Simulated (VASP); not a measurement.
# Cd4Te (F-43m) in VASP: further runs, part 2 of 2

VASP 6.6.1. Earlier steps stand in the parts before.

## (5) Relaxation of cell and atoms, PBE

Contents of INCAR:

```
SYSTEM = Cd4Te
PREC = Accurate
ENCUT = 600
EDIFF = 1E-6
ISMEAR = 0
SIGMA = 0.1
LREAL = .False.
LASPH = .True.
NELM = 80
ALGO = Normal
ISIF = 3
LWAVE = .False.
LCHARG = .False.
GGA = PE
IBRION = 2
NSW = 90
EDIFFG = -0.04
```

Contents of KPOINTS:

```
Automatic mesh
0
Gamma
  4 4 4
  0 0 0
```

Contents of POSCAR:

```
Cd4Te
1.0
    0.0000000000      4.2442024300      4.2442024300
    4.2442024300      0.0000000000      4.2442024300
    4.2442024300      4.2442024300      0.0000000000
Cd Te
4 1
Direct
    0.3448297200      0.3448297200      0.3448297200
    0.3448297200      0.3448297200      0.9655108500
    0.3448297200      0.9655108500      0.3448297200
    0.9655108500      0.3448297200      0.3448297200
    0.7500000000      0.7500000000      0.7500000000
```

Potentials or basis: VASP PAW PBE potentials, release 64 (Cd, Te).

Command:

```sh
$ cat potpaw_PBE.64/Cd/POTCAR potpaw_PBE.64/Te/POTCAR > POTCAR
$ mpirun -np 1 vasp_std > vasp.out
```

OUTCAR:

```text
SYSTEM = Cd4Te
   PREC = Accurate
   ENCUT = 600
   EDIFF = 1E-6
   ISMEAR = 0
   LREAL = .False.
   LASPH = .True.
   NELM = 80
   ISIF = 3
   GGA = PE
   IBRION = 2
   NSW = 90
   EDIFFG = -0.04

 ion  position               nearest neighbor table
   1  0.345  0.345  0.345-   2 2.28   3 2.28   4 2.28   5 3.62   5 3.62   5 3.62   4 3.73   3 3.73
                             2 3.73
   2  0.345  0.345  0.966-   1 2.28   3 2.28   4 2.28   5 3.62   5 3.62   5 3.62   1 3.73   4 3.73
                             3 3.73
   3  0.345  0.966  0.345-   1 2.28   2 2.28   4 2.28   5 3.62   5 3.62   5 3.62   2 3.73   1 3.73
                             4 3.73
   4  0.966  0.345  0.345-   1 2.28   2 2.28   3 2.28   5 3.62   5 3.62   5 3.62   3 3.73   2 3.73
                             1 3.73
   5  0.750  0.750  0.750-   2 3.62   3 3.62   4 3.62   1 3.62   1 3.62   1 3.62   3 3.62   4 3.62
                             4 3.62   2 3.62   2 3.62   3 3.62

  LATTYP: Found a face centered cubic cell.
 ALAT       =     8.4884048600

  Lattice vectors:

 A1 = (   0.0000000000,   4.2442024300,   4.2442024300)
 A2 = (   4.2442024300,   0.0000000000,   4.2442024300)
 A3 = (   4.2442024300,   4.2442024300,   0.0000000000)

Analysis of symmetry for initial positions (statically):
=====================================================================
 Subroutine PRICEL returns:
 Original cell was already a primitive cell.

 Routine SETGRP: Setting up the symmetry group for a
 face centered cubic supercell.

 Subroutine GETGRP returns: Found 24 space group operations
 (whereof 24 operations were pure point group operations)
 out of a pool of 48 trial point group operations.

The static configuration has the point symmetry T_d .

Analysis of symmetry for dynamics (positions and initial velocities):
=====================================================================
 Subroutine PRICEL returns:
 Original cell was already a primitive cell.

 Routine SETGRP: Setting up the symmetry group for a
 face centered cubic supercell.

 Subroutine GETGRP returns: Found 24 space group operations
 (whereof 24 operations were pure point group operations)
 out of a pool of 48 trial point group operations.

[... 129 lines left out ...]

 number of electron      54.0000000 magnetization

 Free energy of the ion-electron system (eV)
  ---------------------------------------------------
  ext. energy  EPLUGINS =         0.00000000
  ---------------------------------------------------
  free energy    TOTEN  =         3.22618027 eV

  energy without entropy =        3.24562791  energy(sigma->0) =        3.23590409

------------------------ aborting loop because EDIFF is reached ----------------------------------------

  FORCE on cell =-STRESS in cart. coord.  units (eV):
  Direction    XX          YY          ZZ          XY          YZ          ZX
  --------------------------------------------------------------------------------------
  -------------------------------------------------------------------------------------
  Total       24.8402798     24.8402798     24.8402798      0.0000000      0.0000000     -0.0000000
  in kB      260.2847963    260.2847963    260.2847963      0.0000000      0.0000000     -0.0000000
  external PRESSURE =     260.2847963 kB  Pullay stress =       0.0000000 kB
[... 98 lines left out ...]
  FREE ENERGIE OF THE ION-ELECTRON SYSTEM (eV)
  ---------------------------------------------------
  free  energy   TOTEN  =        -2.7124860428 eV

  energy  without entropy=       -2.6639191191  energy(sigma->0) =       -2.68820258

 E-fermi :  -1.2668     XC(G=0):  -6.6429

 val. band max:       -1.2962659655   @ k =  -0.2500   0.2500   0.0000
 cond. band min:      -1.2524353578   @ k =   0.5000   0.2500   0.0000
 fundamental gap:      0.0438306077
 Fermi energy:        -1.2667994049

 k-point     1 :       0.0000    0.0000    0.0000
  band No.  band energies     occupation
      1     -10.7163      2.00000
      2      -9.6061      2.00000
      3      -9.4168      2.00000
      4      -9.4168      2.00000
      5      -9.4168      2.00000
      6      -9.3820      2.00000
[... 269 lines left out ...]
     31       1.4218      0.00000
     32       1.7141      0.00000

[... ionic steps 4 to 13 ...]

--------------------------------------- Ionic step       14  -------------------------------------------

 number of electron      54.0000013 magnetization

------------------------ aborting loop because EDIFF is reached ----------------------------------------
[... 73 lines left out ...]
--------------------------------------- Ionic step       16  -------------------------------------------

 number of electron      54.0000003 magnetization

 Free energy of the ion-electron system (eV)
  ---------------------------------------------------
  ext. energy  EPLUGINS =         0.00000000
  ---------------------------------------------------
  free energy    TOTEN  =        -5.33458459 eV

  energy without entropy =       -5.30169053  energy(sigma->0) =       -5.31813756

 E-fermi :   2.0826     XC(G=0):  -9.1060

 val. band max:        2.0787868033   @ k =  -0.2500   0.2500   0.0000
 cond. band min:       2.2954039956   @ k =   0.2500   0.2500   0.0000
 fundamental gap:      0.2166171922
 Fermi energy:         2.0825909331

 k-point     1 :       0.0000    0.0000    0.0000
  band No.  band energies     occupation
      1      -8.9912      2.00000
      2      -7.8560      2.00000
      3      -7.3607      2.00000
      4      -7.3607      2.00000
      5      -7.3607      2.00000
      6      -7.2312      2.00000
[... 301 lines left out ...]
  FREE ENERGIE OF THE ION-ELECTRON SYSTEM (eV)
  ---------------------------------------------------
  free  energy   TOTEN  =        -5.3345845907 eV

  energy  without entropy=       -5.3016905349  energy(sigma->0) =       -5.31813756

 reached required accuracy - stopping structural energy minimisation
```

OSZICAR:

```text
N       E                     dE             d eps       ncg     rms          rms(c)
DAV:   1     0.432496969014E+03    0.43250E+03   -0.29242E+04   512   0.174E+03
DAV:   2     0.205844784494E+02   -0.41191E+03   -0.40644E+03   520   0.421E+02
DAV:   3     0.265097410420E+01   -0.17934E+02   -0.17818E+02   616   0.900E+01
[... 183 lines left out ...]
DAV:   4    -0.533462413575E+01    0.94393E-03   -0.90991E-04   512   0.160E-01    0.103E-01
DAV:   5    -0.533457828158E+01    0.45854E-04   -0.80330E-05   560   0.609E-02    0.702E-02
DAV:   6    -0.533458489036E+01   -0.66088E-05   -0.15311E-05   536   0.293E-02    0.678E-03
DAV:   7    -0.533458376680E+01    0.11236E-05   -0.52264E-06   520   0.184E-02    0.228E-03
DAV:   8    -0.533458459067E+01   -0.82387E-06   -0.16028E-06   408   0.466E-03
  16 F= -.53345846E+01 E0= -.53181376E+01  d E =-.166564E-02
```

Wall time 11 min (1 thread of Intel Xeon Platinum 8375C at 2.90GHz (Ice Lake), shared host); peak memory 0.35 GiB.

What came out:

- Free energy: -5.3346 eV
- Relaxed volume: 30.65 Å³/atom
- Relaxed cell: a = 6.006 Å, b = 6.006 Å, c = 6.006 Å, α = 60.00°, β = 60.00°, γ = 60.00°
- Space group after relaxing (to 0.05 Å): F-43m (No. 216)
- Energy gained by relaxing: 1712.2 meV/atom
- Ionic steps: 16
- Pressure after relaxing: 0.0 GPa
- Band gap on the k mesh: zero (band 27 reaches 3.16 eV, above the bottom of band 28 at 1.51 eV)

Forces on the atoms (eV/Å):
```
Cd   0.001  0.001  0.001
Cd  -0.001 -0.001  0.001
Cd  -0.001  0.001 -0.001
Cd   0.001 -0.001 -0.001
Te   0.000  0.000  0.000
```

Step by step:
| step | energy change (eV) | largest force (eV/Å) | pressure (GPa) | volume (Å³) |
| --- | --- | --- | --- | --- |
| 1 | 0.0000 | 15.3350 | 26.03 | 152.90 |
| 2 | -5.7650 | 0.2521 | -2.24 | 291.30 |
| 3 | -5.9387 | 0.2179 | -2.50 | 282.11 |
| 4 | -6.1143 | 0.1930 | -2.74 | 273.33 |
| 5 | -7.6400 | 0.1914 | -3.73 | 207.33 |
| 6 | -7.6920 | 1.5936 | -1.13 | 178.74 |
| 7 | -7.8300 | 0.5338 | -3.24 | 194.60 |
| 8 | -7.8468 | 0.8770 | -2.60 | 187.59 |
| 9 | -7.8512 | 0.7793 | -2.78 | 189.29 |
| 10 | -8.1956 | 0.7589 | -2.31 | 175.04 |
| 11 | -8.5383 | 0.2805 | 0.85 | 149.04 |
| 12 | -8.5393 | 0.3341 | 0.55 | 150.49 |
| 13 | -8.5392 | 0.3082 | 0.69 | 149.78 |
| 14 | -8.5588 | 0.0036 | 0.36 | 151.43 |
| 15 | -8.5591 | 0.0357 | 0.32 | 151.65 |
| 16 | -8.5608 | 0.0021 | 0.00 | 153.23 |

Final structure:
```yaml
crystal:
  lattice:
    - [0.00000, 4.24719, 4.24719]
    - [4.24719, 0.00000, 4.24719]
    - [4.24719, 4.24719, 0.00000]
  atoms:
    - { symbol: Cd, position: [0.37485, 0.37485, 0.37485] }
    - { symbol: Cd, position: [0.37485, 0.37485, 0.87544] }
    - { symbol: Cd, position: [0.37485, 0.87544, 0.37485] }
    - { symbol: Cd, position: [0.87544, 0.37485, 0.37485] }
    - { symbol: Te, position: [0.75000, 0.75000, 0.75000] }
```

Levels at points of the mesh, in eV from the Fermi level:
```tsv
k point	band 23	band 24	band 25	band 26	band 27	band 28	band 29	band 30	band 31	band 32
(0.00, 0.00, 0.00)	-2.41	-2.41	-2.41	-1.50	0.25	0.25	0.25	1.81	1.81	1.81
(0.50, 0.00, 0.00)	-3.84	-2.58	-2.58	-1.26	-0.57	-0.57	0.95	2.68	2.68	4.40
(0.50, 0.50, 0.00)	-4.79	-3.36	-3.36	-1.36	1.07	1.07	1.58	1.64	4.10	4.97
```

Caveat: spin-orbit coupling is left out, which moves the levels of the heavy elements.

## (6) Relaxation of cell and atoms, PBE

This run uses another cell than the first one, of 30.35 Å³/atom, 0.992 times its volume.

Contents of INCAR:

```
PREC = Accurate
ENCUT = 600
EDIFF = 1E-7
ISMEAR = 0
SIGMA = 0.1
LREAL = F
LASPH = T
NELM = 80
ALGO = Fast
ISIF = 3
LWAVE = F
LCHARG = F
GGA = PE
IBRION = 2
NSW = 100
EDIFFG = -0.01
```

Contents of KPOINTS:

```
regular mesh
0
Gamma
  8 8 8
```

Contents of POSCAR:

```
Cd4Te
1.0
    0.0000000000      4.2334855594      4.2334855594
    4.2334855594      0.0000000000      4.2334855594
    4.2334855594      4.2334855594      0.0000000000
Cd Te
4 1
Direct
    0.6250565884      0.1248302347      0.6250565884
    0.6250565884      0.6250565884      0.6250565884
    0.1248302347      0.6250565884      0.6250565884
    0.6250565884      0.6250565884      0.1248302347
    0.2500000000      0.2500000000      0.2500000000
```

Potentials or basis: VASP PAW PBE potentials, release 64 (Cd, Te).

Command:

```sh
$ cat potpaw_PBE.64/Cd/POTCAR potpaw_PBE.64/Te/POTCAR > POTCAR
$ mpirun -np 1 vasp_std > vasp.out
```

Wall time 6.2 min (1 thread of Intel Xeon Platinum 8375C at 2.90GHz (Ice Lake), shared host); peak memory 0.41 GiB.

It converged, with:

* Free energy: -5.3341 eV
* Relaxed volume: 30.55 Å³/atom
* Relaxed cell: a = 6.000 Å, b = 6.000 Å, c = 6.000 Å, α = 60.00°, β = 60.00°, γ = 60.00°
* Space group after relaxing (to 0.05 Å): F-43m (No. 216)
* Energy gained by relaxing: 0.2 meV/atom
* Ionic steps: 2
* Pressure after relaxing: 0.1 GPa
* Band gap on the k mesh: zero (band 27 reaches 3.20 eV, above the bottom of band 28 at 1.52 eV)

The path:
| step | energy change (eV) | largest force (eV/Å) | pressure (GPa) | volume (Å³) |
| --- | --- | --- | --- | --- |
| 1 | 0.0000 | 0.0010 | 0.24 | 151.75 |
| 2 | -0.0009 | 0.0020 | 0.05 | 152.76 |

Final structure:
```xyz
5
Lattice="0.0000 4.2428 4.2428 4.2428 0.0000 4.2428 4.2428 4.2428 0.0000" Properties=species:S:1:pos:R:3 pbc="T T T"
Cd    3.1816    5.3041    3.1816
Cd    5.3041    5.3041    5.3041
Cd    5.3041    3.1816    3.1816
Cd    3.1816    3.1816    5.3041
Te    2.1214    2.1214    2.1214
```

Levels at points of the mesh, in eV from the Fermi level:
```tsv
k point	band 25	band 26	band 27	band 28	band 29	band 30
(0.00, 0.00, 0.00)	-2.44	-1.59	0.19	0.19	0.19	1.76
(0.50, 0.00, 0.00)	-2.61	-1.31	-0.63	-0.63	0.91	2.63
(0.50, 0.50, 0.00)	-3.40	-1.41	1.04	1.04	1.53	1.60
```

Caveat: spin-orbit coupling is left out, which moves the levels of the heavy elements.

## (7) Overview

```csv
task,cell,k mesh,cutoff (eV),gap on the mesh (eV),pressure (GPa),relaxed volume (Å³/atom),largest force (eV/Å)
single point,"a = 6.002 Å, angles 60.0°, 5 atoms",4 × 4 × 4,520,none,26.1,-,15.34
single point,"a = 5.987 Å, angles 60.0°, 5 atoms",4 × 4 × 4,520,none,0.4,-,0.02
single point,"a = 5.995 Å, angles 60.0°, 5 atoms",8 × 8 × 8,520,none,0.2,-,-
relaxation of cell and atoms,"relaxed from a = 6.002 Å, angles 60.0°, 5 atoms",4 × 4 × 4,600,none,0.0,30.65,-
relaxation of cell and atoms,"relaxed from a = 5.987 Å, angles 60.0°, 5 atoms",8 × 8 × 8,600,none,0.1,30.55,-
```

Alike in all rows: level PBE; potentials or basis VASP PAW PBE potentials, release 64 (Cd, Te); no spin polarisation; smearing gaussian 0.1 eV.

Caveats: spin-orbit coupling is left out, which moves the levels of the heavy elements; forces of over 1 eV/Å act on the atoms, so gaps and moduli don't describe the material at rest (some runs).

Total energies depend on the potentials used, so only differences within one code and one set of settings carry meaning.
